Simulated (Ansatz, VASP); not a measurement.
# SrCl2: VASP beside Ansatz

```
Sr Cl
1.0
     0.00000    3.50163    3.55442
     3.50163    0.00000    3.55442
     3.50163    3.50163    0.00000
Sr Cl
1 2
Direct
  0.00000 0.00000 0.00000
  0.25000 0.25000 0.25000
  0.75000 0.75000 0.75000
```

Change from the starting cell: strain +e along x and -e along y +0.0000, strain +e along z and -e/2 along x and y +0.0100.

Alike in both runs: task single point; functional PBE; k mesh 6 × 6 × 6; occupations gaussian, width 0.05 eV; no spin polarisation.

|  | VASP | Ansatz |
| --- | --- | --- |
| version | VASP 6.6.1 | Ansatz 0.2.0 |
| potentials or method | VASP PAW PBE potentials, release 64 (Sr_sv, Cl), cutoff 520 eV | scalar-relativistic, plane waves, PAW |
| valence electrons in the cell | 24 | 24 |

Ansatz gave:

- gap on the k mesh at the Fermi level (eV): 5.20
- least direct gap on the mesh (eV): 5.49
- pressure (GPa): 0.0
- traceless stress, the component that is largest in VASP (GPa): -0.49

Q: Which values does VASP return?

A: gap on the k mesh at the Fermi level (eV): 5.20; least direct gap on the mesh (eV): 5.48; pressure (GPa): 0.1; traceless stress, the component that is largest in VASP (GPa): -0.49.
